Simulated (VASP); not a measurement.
# GaPt3 (Im-3m) in VASP: single point with LDA

Aim: the single point of GaPt3 with LDA.

Program: VASP 6.6.1. These are calculated values, not measurements. Logs are shortened: lines on timing, memory, paths and dates and some standing lists are left out, and cuts for length are marked.

### Step 1. The cell of the first run

It takes space group Im-3m (No. 229, cubic). Conventional cell: a = 4.868 Å, b = 4.868 Å, c = 4.868 Å, α = 90.00°, β = 90.00°, γ = 90.00°. Ga (site symmetry m-3m) has 6 Pt at 2.43 Å within 3.2 Å. Pt (site symmetry 4/mmm) has 2 Ga at 2.43 Å and 4 Pt at 2.43 Å within 3.2 Å.

### Step 2. Single point, LDA

INCAR

```
SYSTEM = GaPt3
PREC = Accurate
ENCUT = 520
EDIFF = 1E-6
ISMEAR = 0
SIGMA = 0.15
LREAL = .FALSE.
LASPH = .TRUE.
NELM = 100
ALGO = Fast
ISIF = 2
LWAVE = .FALSE.
LCHARG = .FALSE.
GGA = CA
NBANDS = 30
```

KPOINTS

```
Automatic mesh
0
G
  14 14 14
  0 0 0
```

POSCAR

```
GaPt3
1.0
    4.0568281343     -0.8113656269     -0.8113656269
   -0.8113656269      4.0568281343     -0.8113656269
   -0.8113656269     -0.8113656269      4.0568281343
Ga Pt
1 3
Direct
    0.0000000000      0.0000000000      0.0000000000
    0.0000000000      0.5000000000      0.5000000000
    0.5000000000      0.5000000000      0.0000000000
    0.5000000000      0.0000000000      0.5000000000
```

Potentials or basis: VASP PAW LDA potentials, release 64 (Ga_d, Pt).

Started as:

```sh
cat potpaw_LDA.64/Ga_d/POTCAR potpaw_LDA.64/Pt/POTCAR > POTCAR
mpirun -np 1 vasp_std > vasp.out
```

OUTCAR:

```text
SYSTEM = GaPt3
   PREC = Accurate
   ENCUT = 520
   EDIFF = 1E-6
   ISMEAR = 0
   LREAL = .FALSE.
   LASPH = .TRUE.
   NELM = 100
   ISIF = 2
   GGA = CA

 ion  position               nearest neighbor table
   1  0.000  0.000  0.000-   2 2.43   3 2.43   4 2.43   2 2.43   4 2.43   3 2.43
   2  0.000  0.500  0.500-   1 2.43   3 2.43   4 2.43   1 2.43   3 2.43   4 2.43   3 3.44   4 3.44
                             3 3.44   4 3.44   4 3.44   3 3.44   3 3.44   4 3.44
   3  0.500  0.500  0.000-   1 2.43   2 2.43   4 2.43   4 2.43   2 2.43   1 2.43   4 3.44   2 3.44
                             2 3.44   4 3.44   4 3.44   4 3.44   2 3.44   2 3.44
   4  0.500  0.000  0.500-   1 2.43   2 2.43   3 2.43   3 2.43   1 2.43   2 2.43   3 3.44   2 3.44
                             2 3.44   3 3.44   2 3.44   3 3.44   3 3.44   2 3.44

  LATTYP: Found a body centered cubic cell.
 ALAT       =     4.8681937612

  Lattice vectors:

 A1 = (   4.0568281343,  -0.8113656269,  -0.8113656269)
 A2 = (  -0.8113656269,   4.0568281343,  -0.8113656269)
 A3 = (  -0.8113656269,  -0.8113656269,   4.0568281343)

Analysis of symmetry for initial positions (statically):
=====================================================================
 Subroutine PRICEL returns:
 Original cell was already a primitive cell.

 Routine SETGRP: Setting up the symmetry group for a
 body centered cubic supercell.

 Subroutine GETGRP returns: Found 48 space group operations
 (whereof 48 operations were pure point group operations)
 out of a pool of 48 trial point group operations.

The static configuration has the point symmetry O_h .

Analysis of symmetry for dynamics (positions and initial velocities):
=====================================================================
 Subroutine PRICEL returns:
 Original cell was already a primitive cell.

 Routine SETGRP: Setting up the symmetry group for a
 body centered cubic supercell.

 Subroutine GETGRP returns: Found 48 space group operations
 (whereof 48 operations were pure point group operations)
 out of a pool of 48 trial point group operations.

The dynamic configuration has the point symmetry O_h .

 Subroutine INISYM returns: Found 48 space group operations
 (whereof 48 operations are pure point group operations),
 and found     1 'primitive' translations

----------------------------------------------------------------------------------------

                                     Primitive cell

  volume of cell :      57.6864

  direct lattice vectors                    reciprocal lattice vectors
     4.056828134 -0.811365627 -0.811365627     0.273886661  0.068471665  0.068471665
    -0.811365627  4.056828134 -0.811365627     0.068471665  0.273886661  0.068471665
    -0.811365627 -0.811365627  4.056828134     0.068471665  0.068471665  0.273886661

  length of vectors
     4.215979468  4.215979468  4.215979468     0.290500673  0.290500673  0.290500673

  position of ions in fractional coordinates (direct lattice)
     0.000000000  0.000000000  0.000000000
     1.000000000  0.500000000  0.500000000
     0.500000000  0.500000000  1.000000000
     0.500000000  1.000000000  0.500000000

  ion indices of the primitive-cell ions
   primitive index   ion index
                 1           1
                 2           2
                 3           3
                 4           4

----------------------------------------------------------------------------------------

 KPOINTS: Automatic mesh

Automatic generation of k-mesh.
 Grid dimensions read from file:
 generate k-points for:   14   14   14

 Generating k-lattice:

  Cartesian coordinates                     Fractional coordinates (reciprocal lattice)
     0.019563333  0.004890833  0.004890833     0.071428571 -0.000000000 -0.000000000
     0.004890833  0.019563333  0.004890833    -0.000000000  0.071428571 -0.000000000
     0.004890833  0.004890833  0.019563333    -0.000000000 -0.000000000  0.071428571

  Length of vectors
     0.020750048  0.020750048  0.020750048

  Shift w.r.t. Gamma in fractional coordinates (k-lattice)
     0.000000000  0.000000000  0.000000000

 Subroutine IBZKPT returns following result:
 ===========================================

 Found    104 irreducible k-points:

 Following reciprocal coordinates:
            Coordinates               Weight
  0.000000  0.000000  0.000000      1.000000
  0.071429 -0.000000  0.000000     12.000000
  0.142857  0.000000  0.000000     12.000000
  0.214286  0.000000  0.000000     12.000000
  0.285714 -0.000000 -0.000000     12.000000
  0.357143 -0.000000 -0.000000     12.000000
[... 16 lines left out ...]
  0.285714  0.285714  0.000000     24.000000
  0.357143  0.285714  0.000000     24.000000
 [... further k-points ...]
   k-points           NKPTS =    104   k-points in BZ     NKDIM =    104   number of bands    NBANDS=     30
   number of dos      NEDOS =    301   number of ions     NIONS =      4
   total plane-waves  NPLWV =  32768
   dimension x,y,z NGX =    32 NGY =   32 NGZ =   32
   dimension x,y,z NGXF=    64 NGYF=   64 NGZF=   64
   ions per type =               1   3
   NGX,Y,Z   is equivalent  to a cutoff of  12.62, 12.62, 12.62 a.u.
   NGXF,Y,Z  is equivalent  to a cutoff of  25.24, 25.24, 25.24 a.u.
 SYSTEM =  GaPt3
   PREC   = accura    normal or accurate (medium, high low for compatibility)
   ISTART =      0    job   : 0-new  1-cont  2-samecut
   ICHARG =      2    charge: 1-file 2-atom 10-const
   ISPIN  =      1    spin polarized calculation?
   LNONCOLLINEAR =      F non collinear calculations
   LSORBIT =      F    spin-orbit coupling
   LASPH  =      T    aspherical Exc in radial PAW
   ENCUT  =  520.0 eV  38.22 Ry    6.18 a.u.   7.84  7.84  7.84*2*pi/ulx,y,z
   NELM   =    100;   NELMIN=  2; NELMDL= -5     # of ELM steps
   EDIFF  = 0.1E-05   stopping-criterion for ELM
   LREAL  =      F    real-space projection
   EDIFFG = 0.1E-04   stopping-criterion for IOM
   NSW    =      0    number of steps for IOM
   IBRION =     -1    ionic relax: 0-MD 1-quasi-New 2-CG
   NFREE  =      0    steps in history (QN), initial steepest desc. (CG)
   ISIF   =      2    stress and relaxation
   ISYM   =      2    0-nonsym 1-usesym 2-fastsym
   POTIM  = 0.5000    time-step for ionic-motion
   TEBEG  =    0.0;   TEEND  =   0.0 temperature during run
   PSTRESS=    0.0 pullay stress
   NELECT =      43.0000    total number of electrons
   NUPDOWN=      -1.0000    fix difference up-down
   EMIN   =  10.00;   EMAX   =-10.00  energy-range for DOS
   EFERMI =   0.00;   METHOD = LEGACY
   ISMEAR =     0;   SIGMA  =   0.15  broadening in eV -4-tet -1-fermi 0-gaus
   EFERMI_NEDOS =   21; number of points for ismear=-14 and -15
   IALGO  =     68    algorithm
   IMIX   =      4    mixing-type and parameters
     AMIX     =   0.40;   BMIX     =  1.00
     AMIX_MAG =   1.60;   BMIX_MAG =  1.00
  volume/ion in A,a.u.               =      14.42        97.32
  Fermi-wavevector in a.u.,A,eV,Ry     =   1.484362  2.805037 29.978127  2.203330
  Thomas-Fermi vector in A             =   2.597908
   LORBIT       =      0    0 simple, 1 ext, 2 COOP (PROOUT), +10 PAW based schemes
   GGA     = CA    functional components
   LHFCALC =     F    Hartree Fock is set to
   AEXX    =    0.0000 exact exchange contribution
   IVDW    =     0    specifies the selected vdW correction
   LEPSILON=     F    determine dielectric tensor
   LRPA    =     F    only Hartree local field effects (RPA)
 non-spin polarized calculation
 RMM-DIIS sequential band-by-band and
 Gauss-broadening in eV      SIGMA  =   0.15
  energy-cutoff  :      520.00
  volume of cell :       57.69
 maximum number of plane-waves:      1572
   NGX = 15   NGY = 15   NGZ = 15

 number of electron      43.0000020 magnetization

 Free energy of the ion-electron system (eV)
  ---------------------------------------------------
  ext. energy  EPLUGINS =         0.00000000
  ---------------------------------------------------
  free energy    TOTEN  =       -24.41243414 eV

  energy without entropy =      -24.37047351  energy(sigma->0) =      -24.39145382

 E-fermi :  10.6285     XC(G=0): -13.5268

 val. band max:       10.6215538799   @ k =   0.2857  -0.0000  -0.0000
 cond. band min:      10.6290473465   @ k =  -0.4286   0.4286   0.2143
 fundamental gap:      0.0074934666
 Fermi energy:        10.6284685474

 k-point     1 :       0.0000    0.0000    0.0000
  band No.  band energies     occupation
      1      -4.3650      2.00000
      2      -4.3650      2.00000
      3      -4.2053      2.00000
      4      -4.2053      2.00000
      5      -4.2053      2.00000
      6      -0.5242      2.00000
[... 22 lines left out ...]
     29      21.8168      0.00000
     30      21.8169      0.00000

 k-point     2 :       0.0714   -0.0000    0.0000
  band No.  band energies     occupation
      1      -4.3628      2.00000
      2      -4.3585      2.00000
      3      -4.2041      2.00000
      4      -4.2025      2.00000
      5      -4.2024      2.00000
      6      -0.4434      2.00000
[... 22 lines left out ...]
     29      21.9712      0.00000
     30      22.1302      0.00000

 k-point     3 :       0.1429    0.0000    0.0000
  band No.  band energies     occupation
      1      -4.3570      2.00000
      2      -4.3400      2.00000
      3      -4.2006      2.00000
      4      -4.1946      2.00000
      5      -4.1942      2.00000
      6      -0.2038      2.00000
[... 22 lines left out ...]
     29      22.4189      0.00000
     30      22.4560      0.00000

 k-point     4 :       0.2143    0.0000    0.0000
  band No.  band energies     occupation
      1      -4.3489      2.00000
      2      -4.3130      2.00000
      3      -4.1957      2.00000
      4      -4.1831      2.00000
      5      -4.1828      2.00000
      6       0.1849      2.00000
[... 22 lines left out ...]
     29      22.2557      0.00000
     30      23.2834      0.00000

 k-point     5 :       0.2857   -0.0000   -0.0000
  band No.  band energies     occupation
      1      -4.3403      2.00000
      2      -4.2823      2.00000
      3      -4.1902      2.00000
      4      -4.1709      2.00000
      5      -4.1704      2.00000
      6       0.7045      2.00000
[... 22 lines left out ...]
     29      22.0133      0.00000
     30      23.7643      0.00000
[... 526 lines left out ...]
     29      22.0768      0.00000
     30      23.4105      0.00000

 k-point    22 :       0.3571    0.2143    0.0000
  band No.  band energies     occupation
      1      -4.2938      2.00000
      2      -4.2446      2.00000
      3      -4.1724      2.00000
      4      -4.1526      2.00000
      5      -4.1483      2.00000
      6       2.5142      2.00000
[... 22 lines left out ...]
     29      22.8591      0.00000
     30      23.6345      0.00000

 k-point    23 :       0.2857    0.2857    0.0000
  band No.  band energies     occupation
      1      -4.2841      2.00000
      2      -4.2522      2.00000
      3      -4.1705      2.00000
      4      -4.1534      2.00000
      5      -4.1483      2.00000
      6       2.4921      2.00000
[... 22 lines left out ...]
     29      22.0822      0.00000
     30      23.6224      0.00000

 k-point    24 :       0.3571    0.2857    0.0000
  band No.  band energies     occupation
      1      -4.2749      2.00000
      2      -4.2555      2.00000
      3      -4.1689      2.00000
      4      -4.1509      2.00000
      5      -4.1489      2.00000
      6       2.6941      2.00000
[... 22 lines left out ...]
     29      22.5713      0.00000
     30      22.7627      0.00000

 [... further k-points ...]
[... 5 lines left out ...]
  --------------------------------------------------------------------------------------
  -------------------------------------------------------------------------------------
  Total       15.9093803     15.9093803     15.9093803     -0.0000000     -0.0000000     -0.0000000
  in kB      441.8656842    441.8656842    441.8656842     -0.0000000     -0.0000000     -0.0000000
  external PRESSURE =     441.8656842 kB  Pullay stress =       0.0000000 kB

 VOLUME and BASIS-vectors are now :
 -----------------------------------------------------------------------------
  energy-cutoff  :      520.00
  volume of cell :       57.69
      direct lattice vectors                 reciprocal lattice vectors
     4.056828134 -0.811365627 -0.811365627     0.273886661  0.068471665  0.068471665
    -0.811365627  4.056828134 -0.811365627     0.068471665  0.273886661  0.068471665
    -0.811365627 -0.811365627  4.056828134     0.068471665  0.068471665  0.273886661

 POSITION                                       TOTAL-FORCE (eV/Angst)
 -----------------------------------------------------------------------------------
      0.00000      0.00000      0.00000         0.000000      0.000000     -0.000000
     -0.81137      1.62273      1.62273        -0.000000     -0.000000      0.000000
      1.62273      1.62273     -0.81137         0.000000     -0.000000     -0.000000
      1.62273     -0.81137      1.62273        -0.000000      0.000000     -0.000000
 -----------------------------------------------------------------------------------
    total drift:                                0.000000     -0.000000     -0.000000

  FREE ENERGIE OF THE ION-ELECTRON SYSTEM (eV)
  ---------------------------------------------------
  free  energy   TOTEN  =       -24.4124341351 eV

  energy  without entropy=      -24.3704735100  energy(sigma->0) =      -24.39145382
```

Run time: 1.9 min. Hardware: 1 thread of AMD EPYC 9R14 (Zen 4), shared host; peak memory 0.24 GiB.

What came out:

| Quantity | Value |
| --- | --- |
| Free energy | -24.4124 eV |
| Pressure | 44.2 GPa |

Caveat: spin-orbit coupling is left out, which moves the levels of the heavy elements.
